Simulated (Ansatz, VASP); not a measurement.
# Two plane-wave programs on HfC

```
CELL_PARAMETERS angstrom
0.00000 2.30348 2.30348
2.30348 0.00000 2.30348
2.30348 2.30348 0.00000
ATOMIC_POSITIONS crystal
Hf 0.00000 0.00000 0.00000
C 0.50000 0.50000 0.50000
```

Alike in both runs: functional PBEsol; k mesh 17 × 17 × 17; occupations fermi-dirac, width 0.08 eV; no spin polarisation.

Ansatz relaxed the structure, and its values are those at the end. VASP's run is a single point on that final structure, the one shown.

|  | VASP | Ansatz |
| --- | --- | --- |
| version | VASP 6.6.1 | Ansatz 0.2.0 |
| potentials or method | VASP PAW PBE potentials, release 64 (Hf_pv, C) | PAW with Ansatz's default frozen-core files, scalar-relativistic |
| plane-wave cutoff (eV) | 520 | 420 |
| valence electrons in the cell | 14 | 30 |

VASP gave:

| Property | Result |
| --- | --- |
| pressure (GPa) | -0.3 |

Estimate Ansatz's values.

pressure (GPa): 0.0.

VASP's potentials were made for PBE, not for PBEsol. With one functional, cell and mesh, what is left measures potentials, basis and numerics. VASP's potentials hold 14 valence electrons a cell and Ansatz's 30, so a difference there can come from the potentials and not from the codes.

Spin-orbit coupling is off throughout.
